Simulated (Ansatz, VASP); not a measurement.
**Ba: VASP beside Ansatz**

```
Ba
1.0
     0.00000    5.14422    5.14422
     5.14422    0.00000    5.14422
     5.14422    5.14422    0.00000
Ba
2
Direct
  0.12500 0.12500 0.12500
  0.87500 0.87500 0.87500
```

Alike in both runs: task single point; functional RPBE; k mesh 6 × 6 × 6; occupations fermi-dirac, width 0.1 eV; no spin polarisation.

|  | VASP | Ansatz |
| --- | --- | --- |
| version | VASP 6.6.1 | Ansatz 0.2.0 |
| potentials or method | VASP PAW PBE potentials, release 64 (Ba_sv), cutoff 520 eV | plane waves (420 eV) with PAW, scalar-relativistic |
| valence electrons in the cell | 20 | 20 |

```tsv
	VASP	Ansatz	Ansatz less VASP
pressure (GPa)	0.0	0.0	-0.01
```

VASP's potentials were made for PBE, not for RPBE. With one functional, cell and mesh, what is left measures potentials, basis and numerics.

Neither program's run includes spin-orbit coupling.
